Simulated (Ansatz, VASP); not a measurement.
# BaZrO3 in VASP and in Ansatz

File POSCAR:

```
BaZrO3
1.0
    4.2860375000      0.0000000000      0.0000000000
    0.0000000000      4.2860375000      0.0000000000
    0.0000000000      0.0000000000      4.1815000000
Ba Zr O
1 1 3
Direct
    0.5000000000      0.5000000000      0.5000000000
    0.0000000000      0.0000000000      0.0000000000
    0.5000000000      0.0000000000      0.0000000000
    0.0000000000      0.5000000000      0.0000000000
    0.0000000000      0.0000000000      0.5000000000
```

The input INCAR.step1:

```
SYSTEM = BaZrO3
PREC = Accurate
ENCUT = 520
ISMEAR = 0
SIGMA = 0.05
LREAL = .False.
LASPH = .True.
NELM = 60
NBANDS = 28
GGA = PE
ALGO = Normal
EDIFF = 1E-4
LWAVE = .True.
LCHARG = .False.
```

File INCAR.step2:

```
SYSTEM = BaZrO3
PREC = Accurate
ENCUT = 520
EDIFF = 1E-6
ISMEAR = 0
SIGMA = 0.05
LREAL = .False.
LASPH = .True.
NELM = 60
ALGO = Normal
ISIF = 2
LWAVE = .False.
LCHARG = .False.
METAGGA = R2SCAN
LMIXTAU = .True.
NBANDS = 28
ISTART = 1
```

File KPOINTS:

```
regular mesh
0
Gamma
  6 6 6
  0 0 0
```

Input for Ansatz:

```yaml
crystal:
  lattice:
    - [4.2860375, 0.0, 0.0]
    - [0.0, 4.2860375, 0.0]
    - [0.0, 0.0, 4.1815]
  atoms:
    - { symbol: Ba, position: [0.5, 0.5, 0.5] }
    - { symbol: Zr, position: [0.0, 0.0, 0.0] }
    - { symbol: O, position: [0.5, 0.0, 0.0] }
    - { symbol: O, position: [0.0, 0.5, 0.0] }
    - { symbol: O, position: [0.0, 0.0, 0.5] }
basis:
  ecutwfc: 500
kpoints:
  mp_grid: { grid: [6, 6, 6] }
hamiltonian:
  xc: r2scan
scf:
  occupations: { method: gaussian, width: 0.05 }
output:
  forces: true
  stress: true
  eigenvalues: true
```

Change from the starting cell: strain +0.0250 x Voigt [1, 1, 0, 0, 0, 0], atoms carried along.

Alike in both runs: task single point; functional r2SCAN; k mesh 6 × 6 × 6; occupations gaussian, width 0.05 eV; no spin polarisation.

|  | VASP | Ansatz |
| --- | --- | --- |
| version | VASP 6.6.1 | Ansatz 0.2.0 |
| potentials or method | VASP PAW PBE potentials, release 64 (Ba_sv, Zr_sv, O), cutoff 520 eV | scalar-relativistic, plane waves, PAW |
| valence electrons in the cell | 40 | 40 |

Ansatz gave:

* gap on the k mesh at the Fermi level (eV): 3.56
* least direct gap on the mesh (eV): 3.81
* pressure (GPa): -4.8
* traceless stress, the component that is largest in VASP (GPa): 3.47

Task: Estimate VASP's values.

Result: gap on the k mesh at the Fermi level (eV): 3.51; least direct gap on the mesh (eV): 3.79; pressure (GPa): -3.9; traceless stress, the component that is largest in VASP (GPa): 3.56.

VASP's potentials were made for PBE, not for r2SCAN. The functional is the same, so the differences come from potentials, cutoffs and numerics.

Spin-orbit coupling is off throughout.
